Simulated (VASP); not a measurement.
Runs of VASP 6.6.1 on GaP3. The structure is that of space group Pm-3m (No. 221), or close to it. The cells are those of the table. 

| task | cell | k mesh | cutoff (eV) | gap on the mesh (eV) | pressure (GPa) |
| --- | --- | --- | --- | --- | --- |
| relaxation of cell and atoms | relaxed from a = 4.076 Å, 4 atoms | 12 × 12 × 12 | 600 | none | 0.0 |
| single point | a = 4.076 Å, 4 atoms | 4 × 4 × 4 | 520 | none | -2.9 |
| single point | a = 3.994 Å, 4 atoms | 12 × 12 × 12 | 520 | none | 0.0 |
| single point | a = 4.060, b = 4.060, c = 4.018 Å, 4 atoms | 4 × 4 × 4 | 520 | none | (a) |

Alike in all rows: level PBE; potentials or basis VASP PAW PBE potentials, release 64 (Ga_d, P); no spin polarisation; smearing gaussian 0.1 eV.

Task: Fill in the values left out.

Result: (a) -1.2.

Caveats: some runs use coarse meshes.

A k mesh can miss the band edges, and the runs leave out spin-orbit coupling on Ga.

A gap of «none» marks levels without a gap at the run's occupations.
